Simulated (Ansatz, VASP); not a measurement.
One calculation of Pd3I, two programs

File INCAR:

```
ALGO = Normal ; EDIFF = 1E-6
ENCUT = 520 ; GGA = PE
ISIF = 2 ; ISMEAR = -1
LASPH = True ; LCHARG = True
LDAU = True ; LDAUJ = 0 0
LDAUL = -1 2 ; LDAUPRINT = 1
LDAUTYPE = 2 ; LDAUU = 0 8
LELF = True ; LMAXMIX = 4
LREAL = False ; LVHAR = True
LWAVE = False ; NBANDS = 26
NELM = 150 ; PREC = Accurate
SIGMA = 0.05
```

File KPOINTS:

```
k-points
0
Gamma
  9 9 9
```

Contents of POSCAR:

```
Pd3I
1.0
   -2.1469490000      2.1469490000      3.8759100000
    2.1469490000     -2.1469490000      3.8759100000
    2.1469490000      2.1469490000     -3.8759100000
I Pd
1 3
Direct
    0.0000000000      0.0000000000      0.0000000000
    0.5000000000      0.5000000000      0.0000000000
    0.2500000000      0.7500000000      0.5000000000
    0.7500000000      0.2500000000      0.5000000000
```

The input input.yaml:

```yaml
crystal:
  lattice:
    - [-2.146949, 2.146949, 3.87591]
    - [2.146949, -2.146949, 3.87591]
    - [2.146949, 2.146949, -3.87591]
  atoms:
    - { symbol: I, position: [0.0, 0.0, 0.0] }
    - { symbol: Pd, position: [0.5, 0.5, 0.0] }
    - { symbol: Pd, position: [0.25, 0.75, 0.5] }
    - { symbol: Pd, position: [0.75, 0.25, 0.5] }
hamiltonian:
  xc: pbe
  pseudopotentials: { kind: paw }
  hubbard: { sites: [{ species: Pd, l: d, u_eff: 8.0 }] }
kpoints:
  mp_grid: { grid: [9, 9, 9] }
  band_path:
    path:
      - [[0.0, 0.0, 0.0], [0.0, 0.0, 0.5], [-0.1534143882, 0.1534143882, 0.5], [-0.3267071941, 0.3267071941, 0.3267071941], [0.0, 0.0, 0.0], [0.5, 0.5, -0.5], [0.3267071941, 0.6732928059, -0.3267071941], [0.0, 0.5, 0.0], [0.25, 0.25, 0.25], [0.5, 0.5, -0.1534143882], [0.5, 0.5, -0.5]]
      - [[0.0, 0.0, 0.5], [0.25, 0.25, 0.25]]
    npoints: 14
scf:
  occupations: { method: fermi_dirac, width: 0.05 }
  n_extra_bands: 10
output:
  forces: true
  stress: true
  eigenvalues: true
  fatbands: false
  write_density: true
  write_potential: true
  elf: true
  volumetric_format: npy
```

Alike in both runs: functional PBE; k mesh 9 × 9 × 9; occupations fermi-dirac, width 0.05 eV; no spin polarisation; Hubbard terms Pd d U = 8.0 eV.

```csv
,VASP,Ansatz
version,VASP 6.6.1,Ansatz 0.2.0
potentials or method,"VASP PAW PBE potentials, release 64 (I, Pd)",Ansatz PAW
plane-wave cutoff (eV),520,420
valence electrons in the cell,37,71
task,single point,band structure
```

|  | VASP | Ansatz | Ansatz less VASP |
| --- | --- | --- | --- |
| gap on the k mesh at the Fermi level (eV) | none | none | - |
| pressure (GPa) | -11.7 | 1.5 | +13.23 |
| traceless stress, the component that is largest in VASP (GPa) | 0.21 | 1.36 | +1.154 |

The programs project onto different local orbitals, so the same U acts differently, and such runs can settle in different states. A gap of «none» marks a metal or a gap that the smearing closes. VASP's potentials hold 37 valence electrons a cell and Ansatz's 71, so a difference there can come from the potentials and not from the codes.

Neither program's run includes spin-orbit coupling.
